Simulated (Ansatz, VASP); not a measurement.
## TaAs in VASP and in Ansatz

The input INCAR:

```
SYSTEM = TaAs
PREC = Accurate
ENCUT = 520
EDIFF = 1E-6
ISMEAR = 0
SIGMA = 0.15
LREAL = .FALSE.
LASPH = .TRUE.
NELM = 100
ALGO = Normal
ISIF = 2
LWAVE = .FALSE.
LCHARG = .FALSE.
GGA = PS
NBANDS = 42
```

KPOINTS

```
regular mesh
0
G
  14 14 4
  0 0 0
```

Contents of POSCAR:

```
TaAs
1.0
   -3.4287004765      0.0000000000      0.0000000000
    0.0000000000     -3.4287004765      0.0000000000
    0.0000000000      0.0000000000     12.5822644254
Ta As
4 4
Direct
    0.5000000000      0.0000000000      0.4225322805
    0.0000000000      0.5000000000      0.8827938055
    0.5000000000      0.5000000000      0.1924015180
    1.0000000000      1.0000000000      0.6526630430
    0.0000000000      0.5000000000      0.4979902357
    0.5000000000      1.0000000000      0.0377287106
    0.5000000000      0.5000000000      0.7281209982
    1.0000000000      1.0000000000      0.2678594731
```

Input for Ansatz:

```yaml
crystal:
  lattice:
    - [-3.4287004765, 0.0, 0.0]
    - [0.0, -3.4287004765, 0.0]
    - [0.0, 0.0, 12.5822644254]
  atoms:
    - { symbol: Ta, position: [0.5, 0.0, 0.4225322805] }
    - { symbol: Ta, position: [0.0, 0.5, 0.8827938055] }
    - { symbol: Ta, position: [0.5, 0.5, 0.192401518] }
    - { symbol: Ta, position: [1.0, 1.0, 0.652663043] }
    - { symbol: As, position: [0.0, 0.5, 0.4979902357] }
    - { symbol: As, position: [0.5, 1.0, 0.0377287106] }
    - { symbol: As, position: [0.5, 0.5, 0.7281209982] }
    - { symbol: As, position: [1.0, 1.0, 0.2678594731] }
basis:
  ecutwfc: 420
kpoints:
  mp_grid: { grid: [14, 14, 4] }
hamiltonian:
  xc: pbesol
scf:
  occupations: { method: gaussian, width: 0.15 }
output:
  forces: true
  stress: true
  eigenvalues: true
```

Alike in both runs: task single point; functional PBEsol; k mesh 14 × 14 × 4; occupations gaussian, width 0.15 eV; no spin polarisation.

|  | VASP | Ansatz |
| --- | --- | --- |
| version | VASP 6.6.1 | Ansatz 0.2.0 |
| potentials or method | VASP PAW PBE potentials, release 64 (Ta_pv, As), cutoff 520 eV | scalar-relativistic, plane waves, PAW |
| valence electrons in the cell | 64 | 112 |

|  | VASP | Ansatz | Ansatz less VASP |
| --- | --- | --- | --- |
| gap on the k mesh at the Fermi level (eV) | none | none | - |
| pressure (GPa) | -5.8 | -6.3 | -0.51 |
| traceless stress, the component that is largest in VASP (GPa) | -4.51 | -4.46 | +0.042 |
| rms of the force components (eV/Å) | 0.840 | 0.834 | -0.0061 |

VASP's potentials were made for PBE, not for PBEsol. Atom by atom the forces differ by 0.006 eV/Å (rms over components). A gap of «none» marks a metal or a gap that the smearing closes. With one functional, cell and mesh, what is left measures potentials, basis and numerics. VASP's potentials hold 64 valence electrons a cell and Ansatz's 112, so a difference there can come from the potentials and not from the codes.

Neither program's run includes spin-orbit coupling.
